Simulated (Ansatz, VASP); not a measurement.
## Two plane-wave programs on Ta

```xyz
2
Lattice="2.9004 0.0000 0.0000 -1.4502 2.5118 0.0000 0.0000 0.0000 5.1663" Properties=species:S:1:pos:R:3 pbc="T T T"
Ta    1.4502    1.2873    3.6497
Ta    0.0000    1.6745    1.2916
```

Alike in both runs: task single point; functional PBEsol; k mesh 18 × 18 × 10; occupations gaussian, width 0.15 eV; no spin polarisation.

|  | VASP | Ansatz |
| --- | --- | --- |
| version | VASP 6.6.1 | Ansatz 0.2.0 |
| potentials or method | VASP PAW PBE potentials, release 64 (Ta_pv), cutoff 520 eV | scalar-relativistic, plane waves, PAW |
| valence electrons in the cell | 22 | 26 |

Ansatz gave:

| Property | Result |
| --- | --- |
| gap on the k mesh at the Fermi level (eV) | none |
| pressure (GPa) | -3.6 |
| traceless stress, the component that is largest in VASP (GPa) | 8.32 |
| rms of the force components (eV/Å) | 1.181 |

**Question.** Which values does VASP return?

**Answer.** gap on the k mesh at the Fermi level (eV): none; pressure (GPa): -3.5; traceless stress, the component that is largest in VASP (GPa): 8.28; rms of the force components (eV/Å): 1.181.

VASP's potentials were made for PBE, not for PBEsol. Atom by atom the forces differ by 0.001 eV/Å (rms over components). A gap of «none» marks a metal or a gap that the smearing closes. With one functional, cell and mesh, what is left measures potentials, basis and numerics. VASP's potentials hold 22 valence electrons a cell and Ansatz's 26, so a difference there can come from the potentials and not from the codes.

Spin-orbit coupling is off throughout.
